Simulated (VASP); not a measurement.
# Co2HPdO4 in VASP: further runs, part 2 of 2

VASP 6.6.1.

## Step 3: Single point, PBEsol

Contents of INCAR:

```
PREC = Accurate ; ENCUT = 520
EDIFF = 1E-7 ; ISMEAR = 0
SIGMA = 0.1 ; LREAL = False
LASPH = True ; NELM = 100
ALGO = Normal ; ISIF = 2
LWAVE = False ; LCHARG = True
LDIPOL = True ; IDIPOL = 3
DIPOL = 0.5 0.5 0.484 ; GGA = PS
LELF = True ; LVHAR = True
LVACPOTAV = True ; NBANDS = 36
```

Contents of KPOINTS:

```
Automatic mesh
0
Gamma
  12 12 1
```

Contents of POSCAR:

```
Co2HPdO4
1.0
    2.8149341055      0.0000000000      0.0000000000
   -1.4074670527      2.4378044453      0.0000000000
    0.0000000000      0.0000000000     26.7806301527
O Co Pd H
4 2 1 1
Direct
    0.0000000000      0.0000000000      0.3173935771
    0.6666666667      0.3333333333      0.3885818984
    0.6666666667      0.3333333333      0.5373605131
    0.3333333333      0.6666666667      0.6131868015
    0.3333333333      0.6666666667      0.3529877377
    0.0000000000      0.0000000000      0.5721717601
    0.6666666667      0.3333333333      0.4624999255
    0.0000000000      0.0000000000      0.6282941763
```

Potentials or basis: VASP PAW PBE potentials, release 64 (O, Co, Pd, H).

Command:

```
$ cat potpaw_PBE.64/O/POTCAR potpaw_PBE.64/Co/POTCAR potpaw_PBE.64/Pd/POTCAR potpaw_PBE.64/H/POTCAR > POTCAR
$ mpirun -np 1 vasp_std > vasp.out
```

OUTCAR:

```text
PREC = Accurate
   ENCUT = 520
   EDIFF = 1E-7
   ISMEAR = 0
   LREAL = False
   LASPH = True
   NELM = 100
   ISIF = 2
   GGA = PS

 ion  position               nearest neighbor table
   1  0.000  0.000  0.317-   5 1.88   5 1.88   5 1.88
   2  0.667  0.333  0.389-   5 1.88   5 1.88   5 1.88   7 1.98
   3  0.667  0.333  0.537-   6 1.87   6 1.87   6 1.87   7 2.00
   4  0.333  0.667  0.613-   6 1.96   6 1.96   6 1.96
   5  0.333  0.667  0.353-   1 1.88   1 1.88   1 1.88   2 1.88   2 1.88   2 1.88
   6  0.000  0.000  0.572-   8 1.50   3 1.87   3 1.87   3 1.87   4 1.96   4 1.96   4 1.96
   7  0.667  0.333  0.462-   2 1.98   3 2.00
   8  0.000  0.000  0.628-   6 1.50

  LATTYP: Found a hexagonal cell.
 ALAT       =     2.8149341055
 C/A-ratio  =     9.5137680489

  Lattice vectors:

 A1 = (   2.8149341055,   0.0000000000,   0.0000000000)
 A2 = (  -1.4074670527,   2.4378044453,   0.0000000000)
 A3 = (   0.0000000000,   0.0000000000,  26.7806301527)

Analysis of symmetry for initial positions (statically):
=====================================================================
 Subroutine PRICEL returns:
 Original cell was already a primitive cell.

 Routine SETGRP: Setting up the symmetry group for a
 hexagonal supercell.

 Subroutine GETGRP returns: Found  6 space group operations
 (whereof  6 operations were pure point group operations)
 out of a pool of 24 trial point group operations.

The static configuration has the point symmetry C_3v.

Analysis of symmetry for dynamics (positions and initial velocities):
=====================================================================
 Subroutine PRICEL returns:
 Original cell was already a primitive cell.

 Routine SETGRP: Setting up the symmetry group for a
 hexagonal supercell.

 Subroutine GETGRP returns: Found  6 space group operations
 (whereof  6 operations were pure point group operations)
 out of a pool of 24 trial point group operations.

The dynamic configuration has the point symmetry C_3v.

 Subroutine INISYM returns: Found  6 space group operations
[... 134 lines left out ...]
 non-spin polarized calculation
 Gauss-broadening in eV      SIGMA  =   0.10
  energy-cutoff  :      520.00
  volume of cell :      183.78
 maximum number of plane-waves:      4975
 NGX is ok and might be reduce to    24
   NGX = 11   NGY = 11   NGZ = 99

 dipolmoment           0.000000      0.000000      0.034207 electrons x Angstroem

 number of electron      52.9999995 magnetization

 dipolmoment           0.000000      0.000000     -0.134239 electrons x Angstroem

 Free energy of the ion-electron system (eV)
  ---------------------------------------------------
  ext. energy  EPLUGINS =         0.00000000
  ---------------------------------------------------
  free energy    TOTEN  =       -50.72101306 eV

  energy without entropy =      -50.68845746  energy(sigma->0) =      -50.70473526

 E-fermi :  -0.8989     XC(G=0):  -5.1725

 val. band max:       -0.9011876934   @ k =   0.0833  -0.0000   0.0000
 cond. band min:      -0.8809904220   @ k =   0.0833   0.0833   0.0000
 fundamental gap:      0.0201972715
 Fermi energy:        -0.8989427432

 k-point     1 :       0.0000    0.0000    0.0000
  band No.  band energies     occupation
      1     -22.4721      2.00000
      2     -21.3603      2.00000
      3     -20.8852      2.00000
      4     -18.9156      2.00000
      5      -9.6111      2.00000
      6      -8.0615      2.00000
[... 730 lines left out ...]
     35       9.4328      0.00000
     36       9.8252      0.00000

------------------------ aborting loop because EDIFF is reached ----------------------------------------

  FORCE on cell =-STRESS in cart. coord.  units (eV):
  Direction    XX          YY          ZZ          XY          YZ          ZX
  --------------------------------------------------------------------------------------
  -------------------------------------------------------------------------------------
  Total       -0.2351457     -0.2351457     -0.6508135     -0.0000000      0.0000000      0.0000000
  in kB       -2.0500278     -2.0500278     -5.6738679     -0.0000000      0.0000000      0.0000000
  external PRESSURE =      -3.2579745 kB  Pullay stress =       0.0000000 kB

 VOLUME and BASIS-vectors are now :
 -----------------------------------------------------------------------------
  energy-cutoff  :      520.00
  volume of cell :      183.78
      direct lattice vectors                 reciprocal lattice vectors
     2.814934105  0.000000000  0.000000000     0.355248103  0.205102588  0.000000000
    -1.407467053  2.437804445  0.000000000     0.000000000  0.410205175  0.000000000
     0.000000000  0.000000000 26.780630153     0.000000000  0.000000000  0.037340421

 POSITION                                       TOTAL-FORCE (eV/Angst)
 -----------------------------------------------------------------------------------
      0.00000      0.00000      8.50000         0.000000      0.000000      0.932422
      1.40747      0.81260     10.40647        -0.000000      0.000000      0.219568
      1.40747      0.81260     14.39085        -0.000000      0.000000     -0.046380
     -0.00000      1.62520     16.42153        -0.000000      0.000000      0.083082
     -0.00000      1.62520      9.45323         0.000000     -0.000000     -1.139829
      0.00000      0.00000     15.32312         0.000000     -0.000000     -0.140415
      1.40747      0.81260     12.38604         0.000000     -0.000000      0.015421
      0.00000      0.00000     16.82611         0.000000      0.000000      0.076131
 -----------------------------------------------------------------------------------
    total drift:                               -0.000000      0.000000      0.000652

  FREE ENERGIE OF THE ION-ELECTRON SYSTEM (eV)
  ---------------------------------------------------
  free  energy   TOTEN  =       -50.7210130570 eV

  energy  without entropy=      -50.6884574634  energy(sigma->0) =      -50.70473526

 vacuum level on the upper side and lower side of the slab         3.249         6.789
```

OSZICAR:

```text
N       E                     dE             d eps       ncg     rms          rms(c)
DAV:   1     0.538846444548E+03    0.53885E+03   -0.23812E+04  1368   0.136E+03
DAV:   2     0.291432339441E+02   -0.50970E+03   -0.46680E+03  1612   0.351E+02
DAV:   3    -0.580925544768E+02   -0.87236E+02   -0.84504E+02  1704   0.164E+02
DAV:   4    -0.619157411654E+02   -0.38232E+01   -0.37722E+01  1576   0.377E+01
[... 12 lines left out ...]
DAV:  64    -0.507210142991E+02   -0.62039E-05   -0.92420E-06  1952   0.210E-02    0.284E-02
DAV:  65    -0.507210160498E+02   -0.17506E-05   -0.49601E-06  2020   0.130E-02    0.372E-02
DAV:  66    -0.507210117400E+02    0.43098E-05   -0.97831E-06  1324   0.153E-02    0.183E-02
DAV:  67    -0.507210130190E+02   -0.12790E-05   -0.33557E-07  1300   0.455E-03    0.183E-02
DAV:  68    -0.507210130570E+02   -0.38014E-07   -0.27976E-07  1068   0.265E-03
   1 F= -.50721013E+02 E0= -.50704735E+02  d E =-.325556E-01
```

stdout:

```text
POSCAR found type information on POSCAR O CoPdH
 POSCAR found :  4 types and       8 ions
 scaLAPACK will be used
 -----------------------------------------------------------------------------
|                                                                             |
[... 23 lines left out ...]
|     field-free region was found. Please increase the size of  your cell     |
|     in the dimension of the dipole correction to obtain accurate            |
|     workfunction values.                                                    |
|                                                                             |
 -----------------------------------------------------------------------------
```

It took 22 min on 1 thread of Intel Xeon 8259CL, shared host; peak memory 0.42 GiB.

Results:

| Quantity | Value |
| --- | --- |
| Free energy | -50.7210 eV |
| Largest force | 1.140 eV/Å |
| Band gap on the k mesh | zero (an odd number of electrons rules out a gap without spin polarisation) |

Forces in eV/Å, atoms in the order of the input:
```
O    0.000  0.000  0.932
O    0.000  0.000  0.220
O    0.000  0.000 -0.046
O    0.000  0.000  0.083
Co   0.000  0.000 -1.140
Co   0.000  0.000 -0.140
Pd   0.000  0.000  0.015
H    0.000  0.000  0.076
```

Caveat: the PAW data sets were made with another functional, which shifts forces and pressure a little; an odd number of electrons without spin polarisation forces a metal; a magnetic or distorted state may lie lower; the run has no spin polarisation, though such a crystal can be magnetic; semilocal functionals often make such compounds metallic where correlation or magnetic order opens a gap, which also shifts bond lengths. Spin polarisation is off, so any magnetic state and its effect on volume and gap are missing.

The gap in the log of VASP goes by the Fermi energy; the results here count the filled bands.